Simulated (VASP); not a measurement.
# Os (P6_3/mmc) in VASP: settings compared

Aim: see how the results for Os move with the level of theory and the settings. Levels: SVWN5, LDA, PBE+D4, PBEsol+D3(BJ), RPBE. Tasks: single point.

Program: VASP 6.6.1. These are calculated values, not measurements. Logs are shortened: lines on timing, memory, paths and dates and some standing lists are left out, and cuts for length are marked.

## 1. The cell of the first run

It takes space group P6_3/mmc (No. 194, hexagonal). Conventional cell: a = 2.752 Å, b = 2.752 Å, c = 4.348 Å, α = 90.00°, β = 90.00°, γ = 120.00°. Os (site symmetry -6m2) has 12 Os at 2.69 to 2.75 Å within 3.6 Å.

## 2. Single point, SVWN5

Input file INCAR:

```
PREC = Accurate
ENCUT = 520
EDIFF = 1E-7
ISMEAR = -1
SIGMA = 0.05
LREAL = False
LASPH = True
NELM = 80
ALGO = Normal
ISIF = 2
LWAVE = False
LCHARG = True
GGA = VW
LELF = True
LVHAR = True
NBANDS = 15
```

Input file KPOINTS:

```
Automatic mesh
0
Gamma
  11 11 6
```

Input file POSCAR:

```
Os
1.0
    2.7522071502      0.0000000000      0.0000000000
   -1.3761035751      2.3834813086      0.0000000000
    0.0000000000      0.0000000000      4.3483081185
Os
2
Direct
    0.6666666667      0.3333333333      0.7500000000
    0.3333333333      0.6666666667      0.2500000000
```

Potentials or basis: VASP PAW PBE potentials, release 64 (Os).

Run with:

```bash
$ cat potpaw_PBE.64/Os/POTCAR > POTCAR
$ mpirun -np 1 vasp_std > vasp.out
```

OUTCAR:

```text
PREC = Accurate
   ENCUT = 520
   EDIFF = 1E-7
   ISMEAR = -1
   LREAL = False
   LASPH = True
   NELM = 80
   ISIF = 2
   GGA = VW

 ion  position               nearest neighbor table
   1  0.667  0.333  0.750-   2 2.69   2 2.69   2 2.69   2 2.69   2 2.69   2 2.69
   2  0.333  0.667  0.250-   1 2.69   1 2.69   1 2.69   1 2.69   1 2.69   1 2.69

  LATTYP: Found a hexagonal cell.
 ALAT       =     2.7522071502
 C/A-ratio  =     1.5799348963

  Lattice vectors:

 A1 = (   2.7522071502,   0.0000000000,   0.0000000000)
 A2 = (  -1.3761035751,   2.3834813086,   0.0000000000)
 A3 = (   0.0000000000,   0.0000000000,   4.3483081185)

Analysis of symmetry for initial positions (statically):
=====================================================================
 Subroutine PRICEL returns:
 Original cell was already a primitive cell.

 Routine SETGRP: Setting up the symmetry group for a
 hexagonal supercell.

 Subroutine GETGRP returns: Found 24 space group operations
 (whereof 12 operations were pure point group operations)
 out of a pool of 24 trial point group operations.

The static configuration has the point symmetry D_3d.
 The point group associated with its full space group is D_6h.

Analysis of symmetry for dynamics (positions and initial velocities):
=====================================================================
 Subroutine PRICEL returns:
 Original cell was already a primitive cell.

 Routine SETGRP: Setting up the symmetry group for a
 hexagonal supercell.

 Subroutine GETGRP returns: Found 24 space group operations
 (whereof 12 operations were pure point group operations)
 out of a pool of 24 trial point group operations.

The dynamic configuration has the point symmetry D_3d.
 The point group associated with its full space group is D_6h.

 Subroutine INISYM returns: Found 24 space group operations
 (whereof 12 operations are pure point group operations),
 and found     1 'primitive' translations

----------------------------------------------------------------------------------------

                                     Primitive cell

  volume of cell :      28.5242

  direct lattice vectors                    reciprocal lattice vectors
     2.752207150  0.000000000  0.000000000     0.363344743  0.209777185  0.000000000
    -1.376103575  2.383481309  0.000000000     0.000000000  0.419554370  0.000000000
     0.000000000  0.000000000  4.348308119     0.000000000  0.000000000  0.229974503

[... 86 lines left out ...]
   NSW    =      0    number of steps for IOM
   IBRION =     -1    ionic relax: 0-MD 1-quasi-New 2-CG
   NFREE  =      0    steps in history (QN), initial steepest desc. (CG)
   ISIF   =      2    stress and relaxation
   ISYM   =      2    0-nonsym 1-usesym 2-fastsym
   POTIM  = 0.5000    time-step for ionic-motion
   TEBEG  =    0.0;   TEEND  =   0.0 temperature during run
   PSTRESS=    0.0 pullay stress
   NELECT =      16.0000    total number of electrons
   NUPDOWN=      -1.0000    fix difference up-down
   EMIN   =  10.00;   EMAX   =-10.00  energy-range for DOS
   EFERMI =   0.00;   METHOD = LEGACY
   ISMEAR =    -1;   SIGMA  =   0.05  broadening in eV -4-tet -1-fermi 0-gaus
   EFERMI_NEDOS =   21; number of points for ismear=-14 and -15
   IALGO  =     38    algorithm
   IMIX   =      4    mixing-type and parameters
     AMIX     =   0.40;   BMIX     =  1.00
     AMIX_MAG =   1.60;   BMIX_MAG =  1.00
  volume/ion in A,a.u.               =      14.26        96.25
  Fermi-wavevector in a.u.,A,eV,Ry     =   1.350135  2.551385 24.801566  1.822864
  Thomas-Fermi vector in A             =   2.477664
   LORBIT       =      0    0 simple, 1 ext, 2 COOP (PROOUT), +10 PAW based schemes
   GGA     = VW    functional components
   LHFCALC =     F    Hartree Fock is set to
   AEXX    =    0.0000 exact exchange contribution
   IVDW    =     0    specifies the selected vdW correction
   LEPSILON=     F    determine dielectric tensor
   LRPA    =     F    only Hartree local field effects (RPA)
 non-spin polarized calculation
  energy-cutoff  :      520.00
  volume of cell :       28.52
 maximum number of plane-waves:       780
   NGX = 11   NGY = 11   NGZ = 17

 number of electron      15.9999999 magnetization

 Free energy of the ion-electron system (eV)
  ---------------------------------------------------
  ext. energy  EPLUGINS =         0.00000000
  ---------------------------------------------------
  free energy    TOTEN  =       -25.44559609 eV

  energy without entropy =      -25.43194818  energy(sigma->0) =      -25.43877213

 E-fermi :   8.7769     XC(G=0): -14.0716

 val. band max:        8.7561584096   @ k =   0.3636  -0.0000   0.3333
 cond. band min:       8.8392522146   @ k =   0.3636   0.0909   0.3333
 fundamental gap:      0.0830938050
 Fermi energy:         8.7768812895

 k-point     1 :       0.0000    0.0000    0.0000
  band No.  band energies     occupation
      1      -1.9583      2.00000
      2       1.2038      2.00000
      3       5.8500      2.00000
      4       5.8500      2.00000
      5       6.0851      2.00000
      6       6.6655      2.00000
      7       6.6655      2.00000
      8       7.2982      2.00000
      9       7.2982      2.00000
     10       8.9012      0.15361
     11      10.4656      0.00000
     12      10.4656      0.00000
     13      17.6072      0.00000
     14      23.0229      0.00000
[... 401 lines left out ...]
      2       2.7867      2.00000
      3       4.1795      2.00000
      4       4.3952      2.00000
      5       5.6115      2.00000
      6       6.2110      2.00000
      7       6.7717      2.00000
      8       7.6957      2.00000
      9       8.2924      1.99988
     10       8.6545      1.84083
     11      10.8825      0.00000
     12      14.2187      0.00000
     13      19.1399      0.00000
     14      23.7577      0.00000
     15      24.8857      0.00000

 [... further k-points ...]
[... 5 lines left out ...]
  --------------------------------------------------------------------------------------
  -------------------------------------------------------------------------------------
  Total       -2.7738345     -2.7738345     -2.9699083      0.0000000      0.0000000      0.0000000
  in kB     -155.8037658   -155.8037658   -166.8170540      0.0000000      0.0000000      0.0000000
  external PRESSURE =    -159.4748619 kB  Pullay stress =       0.0000000 kB

 VOLUME and BASIS-vectors are now :
 -----------------------------------------------------------------------------
  energy-cutoff  :      520.00
  volume of cell :       28.52
      direct lattice vectors                 reciprocal lattice vectors
     2.752207150  0.000000000  0.000000000     0.363344743  0.209777185  0.000000000
    -1.376103575  2.383481309  0.000000000     0.000000000  0.419554370  0.000000000
     0.000000000  0.000000000  4.348308119     0.000000000  0.000000000  0.229974503

 POSITION                                       TOTAL-FORCE (eV/Angst)
 -----------------------------------------------------------------------------------
      1.37610      0.79449      3.26123         0.000000      0.000000      0.000000
     -0.00000      1.58899      1.08708        -0.000000     -0.000000      0.000000
 -----------------------------------------------------------------------------------
    total drift:                                0.000000     -0.000000     -0.000000

  FREE ENERGIE OF THE ION-ELECTRON SYSTEM (eV)
  ---------------------------------------------------
  free  energy   TOTEN  =       -25.4455960910 eV

  energy  without entropy=      -25.4319481757  energy(sigma->0) =      -25.43877213
```

Wall time 9.1 s (1 thread of Intel Xeon 6975P-C (Granite Rapids), shared host); peak memory 0.14 GiB.

Results:

| Quantity | Value |
| --- | --- |
| Free energy | -25.4456 eV |
| Pressure | -15.9 GPa |
| Band gap on the k mesh | zero (band 8 reaches 10.85 eV, above the bottom of band 9 at 7.08 eV) |

Caveat: the PAW data sets were made with another functional, which shifts forces and pressure a little; spin-orbit coupling is left out, which moves the levels of the heavy elements.

## 3. Single point, LDA

Input file INCAR:

```
  PREC = Accurate
  ENCUT = 520
  EDIFF = 1E-6
  ISMEAR = -1
  SIGMA = 0.05
  LREAL = F
  LASPH = T
  NELM = 80
  ALGO = Normal
  ISIF = 2
  LWAVE = F
  LCHARG = T
  LELF = T
  LVHAR = T
  NBANDS = 15
```

KPOINTS is that of step 2.

POSCAR is that of step 2.

Potentials or basis: VASP PAW LDA potentials, release 64 (Os).

Run with:

```bash
$ cat potpaw_LDA.64/Os/POTCAR > POTCAR
$ mpirun -np 1 vasp_std > vasp.out
```

Wall time 8.1 s (1 thread of Intel Xeon 6975P-C (Granite Rapids), shared host); peak memory 0.14 GiB.

The run converged. Its results:

- Free energy: -25.2453 eV
- Pressure: -15.7 GPa
- Band gap on the k mesh: zero (band 8 reaches 11.10 eV, above the bottom of band 9 at 7.34 eV)

Stress tensor (GPa, compression positive):
```
-15.32   0.00   0.00
  0.00 -15.32   0.00
  0.00   0.00 -16.46
```

Levels at points of the mesh, in eV from the Fermi level:
```
           k point  band 4  band 5  band 6  band 7  band 8  band 9  band 10  band 11  band 12  band 13
(0.00, 0.00, 0.00)   -2.92   -2.69   -2.11   -2.11   -1.48   -1.48     0.19     1.68     1.68     8.90
(0.00, 0.00, 0.50)   -3.42   -3.11   -3.11   -3.11   -3.11    0.90     0.90     0.90     0.90    13.88
```

Caveat: spin-orbit coupling is left out, which moves the levels of the heavy elements.

(Continued in part 2 of 2.)
